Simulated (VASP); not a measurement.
Input of a VASP 6.6.1 run:

Contents of INCAR:

```
PREC     = Accurate       # precision mode
ENCUT    = 520            # plane-wave cutoff, eV
EDIFF    = 1E-6           # SCF threshold, eV
ISMEAR   = 0              # smearing method
SIGMA    = 0.15           # smearing width, eV
LREAL    = False          # projectors in reciprocal space
LASPH    = True           # aspherical terms in the spheres
NELM     = 100            # most SCF steps
ALGO     = Fast           # electronic algorithm
ISIF     = 2              # what is computed and relaxed
LWAVE    = False          # write WAVECAR
LCHARG   = True           # write CHGCAR
GGA      = PS             # functional
LELF     = True           # ELF
LVHAR    = True         
NBANDS   = 12             # bands
```

KPOINTS

```
regular mesh
0
Gamma
  18 18 18
```

File POSCAR:

```
Sc
1.0
    0.0000000000      2.3840250000      2.3272625000
    2.3840250000      0.0000000000      2.3272625000
    2.3840250000      2.3840250000      0.0000000000
Sc
1
Direct
    0.0000000000      0.0000000000      0.0000000000
```

Potentials or basis: VASP PAW PBE potentials, release 64 (Sc_sv).

Command:

```bash
$ cat potpaw_PBE.64/Sc_sv/POTCAR > POTCAR
$ mpirun -np 1 vasp_std > vasp.out
```

Predict the pressure.

-5.2 GPa.

Stress tensor (GPa, compression positive):
```
-5.38  0.00  0.00
 0.00 -5.38  0.00
 0.00  0.00 -4.77
```

Caveat: the cell differs from its parent crystal (strain +0.050 along x and y, +0.025 along z); the PAW data sets were made with another functional, which shifts forces and pressure a little.
